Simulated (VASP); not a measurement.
Here is a VASP 6.6.1 calculation.

The input INCAR:

```
SYSTEM = Pb
  ALGO = Normal
  EDIFF = 1E-7
  EDIFFG = -0.005
  ENCUT = 600
  GGA = PE
  IBRION = 2
  ISIF = 3
  ISMEAR = -1
  LASPH = .True.
  LCHARG = .False.
  LREAL = .False.
  LWAVE = .False.
  NELM = 60
  NSW = 32
  PREC = Accurate
  PSTRESS = 170.0
  SIGMA = 0.1
```

The input KPOINTS:

```
k-points
0
Gamma
  15 15 15
  0 0 0
```

POSCAR

```
Pb
1.0
   -1.8430288321      1.8430288321      1.8430288321
    1.8430288321     -1.8430288321      1.8430288321
    1.8430288321      1.8430288321     -1.8430288321
Pb
1
Direct
    0.0000000000      0.0000000000      0.0000000000
```

Potentials or basis: VASP PAW PBE potentials, release 64 (Pb_d).

Command:

```sh
$ cat potpaw_PBE.64/Pb_d/POTCAR > POTCAR
$ mpirun -np 1 vasp_std > vasp.out
```

Question: Estimate the band gap on the k mesh.

Answer: Zero (band 7 reaches 19.19 eV, above the bottom of band 8 at 7.04 eV).

Final structure:
```cif
data_structure
_symmetry_space_group_name_H-M 'P 1'
_symmetry_Int_Tables_number 1
_cell_length_a 3.1922
_cell_length_b 3.1922
_cell_length_c 3.1922
_cell_angle_alpha 109.471
_cell_angle_beta 109.471
_cell_angle_gamma 109.471
_cell_volume 25.04
loop_
_atom_site_label
_atom_site_type_symbol
_atom_site_fract_x
_atom_site_fract_y
_atom_site_fract_z
_atom_site_occupancy
Pb1 Pb 0.00000 0.00000 0.00000 1
```

Caveat: the relaxation stopped at its first step, so nothing moved; the cell is relaxed towards a set pressure, so the enthalpy falls and the energy may rise; spin-orbit coupling is left out, which moves the levels of the heavy elements.
